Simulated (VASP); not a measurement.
Runs of VASP 6.6.1 on CaBr. The structure is that of space group P-6m2 (No. 187), or close to it. The cells are those of the table. 

| task | cell | cutoff (eV) | gap on the mesh (eV) | pressure (GPa) |
| --- | --- | --- | --- | --- |
| single point | a = 3.728, b = 3.728, c = 4.140 Å, angles 90.0, 90.0, 120.0°, 2 atoms | 520 | none | 5.1 |
| relaxation of cell and atoms | relaxed to 30 GPa from a = 3.917, b = 3.917, c = 4.341 Å, angles 90.0, 90.0, 120.0°, 2 atoms | 600 | none | 30.0 |
| single point | a = 3.618, b = 3.618, c = 4.007 Å, angles 90.0, 90.0, 120.0°, 2 atoms | 520 | none | (a) |
| relaxation of cell and atoms | relaxed to 5 GPa from a = 3.917, b = 3.917, c = 4.341 Å, angles 90.0, 90.0, 120.0°, 2 atoms | 600 | none | 5.0 |
| relaxation of cell and atoms | relaxed from a = 3.917, b = 3.917, c = 4.341 Å, angles 90.0, 90.0, 120.0°, 2 atoms | 600 | none | 0.0 |

Alike in all rows: level PBE; potentials or basis VASP PAW PBE potentials, release 64 (Br, Ca_sv); no spin polarisation; k mesh 8 × 8 × 6; smearing fermi-dirac 0.05 eV.

Q: Fill in the values left out.

A: (a) 10.2.

Caveats: an odd number of electrons without spin polarisation forces a metal; a magnetic or distorted state may lie lower; the cell stands under pressure (at least some runs); the cell is relaxed towards a set pressure, so the run minimises the enthalpy, not the energy (at least some runs).

A k mesh can miss the band edges, and the runs leave out spin-orbit coupling on Br.

A gap of «none» marks levels without a gap at the run's occupations.
